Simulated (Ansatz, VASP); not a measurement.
## Two plane-wave programs on Al3Cl

Contents of INCAR:

```
SYSTEM = Al3Cl
ALGO = Normal
EDIFF = 1E-6
EDIFFG = -0.04
ENCUT = 600
GGA = PE
IBRION = 2
ISIF = 3
ISMEAR = 0
LASPH = .TRUE.
LCHARG = .FALSE.
LREAL = .FALSE.
LWAVE = .FALSE.
NELM = 60
NSW = 90
PREC = Accurate
SIGMA = 0.1
```

The input KPOINTS:

```
k-points
0
G
  6 6 4
  0 0 0
```

Contents of POSCAR:

```
Al3Cl
1.0
    4.5846716200      0.0000000000      0.0000000000
   -2.2923358100      3.9704420900      0.0000000000
    0.0000000000      0.0000000000      4.5067131200
Al Cl
3 1
Direct
    0.5000000000      0.0000000000      0.5000000000
    0.0000000000      0.5000000000      0.5000000000
    0.5000000000      0.5000000000      0.5000000000
    0.0000000000      0.0000000000      0.0000000000
```

Input for Ansatz:

```yaml
crystal:
  lattice:
    - [4.58467162, 0.0, 0.0]
    - [-2.29233581, 3.97044209, 0.0]
    - [0.0, 0.0, 4.50671312]
  atoms:
    - { symbol: Al, position: [0.5, 0.0, 0.5] }
    - { symbol: Al, position: [0.0, 0.5, 0.5] }
    - { symbol: Al, position: [0.5, 0.5, 0.5] }
    - { symbol: Cl, position: [0.0, 0.0, 0.0] }
basis:
  ecutwfc: 420
kpoints:
  mp_grid: { grid: [6, 6, 4] }
hamiltonian:
  xc: pbe
scf:
  occupations: { method: gaussian, width: 0.1 }
  lower_state_search: "off"
output:
  forces: true
  stress: true
  eigenvalues: true
relax:
  adjacent_minimum: "off"
  f_tol: 0.04
  max_steps: 70
  cell: { stress_tol: 0.4 }
```

Alike in both runs: task relaxation of cell and atoms; functional PBE; k mesh 6 × 6 × 4; occupations gaussian, width 0.1 eV; no spin polarisation.

|  | VASP | Ansatz |
| --- | --- | --- |
| version | VASP 6.6.1 | Ansatz 0.2.0 |
| potentials or method | VASP PAW PBE potentials, release 64 (Al, Cl), cutoff 600 eV | scalar-relativistic, plane waves, PAW |
| valence electrons in the cell | 16 | 16 |

|  | VASP | Ansatz | Ansatz less VASP |
| --- | --- | --- | --- |
| gap on the k mesh at the Fermi level, each at its own relaxed structure (eV) | none | none | - |
| relaxed volume (Å³/atom) | 20.80 | 20.79 | -0.008 |
| relaxed cell length with the largest relative difference (Å) | 2.923 | 2.928 | +0.0042 |

A gap of «none» marks a metal or a gap that the smearing closes.
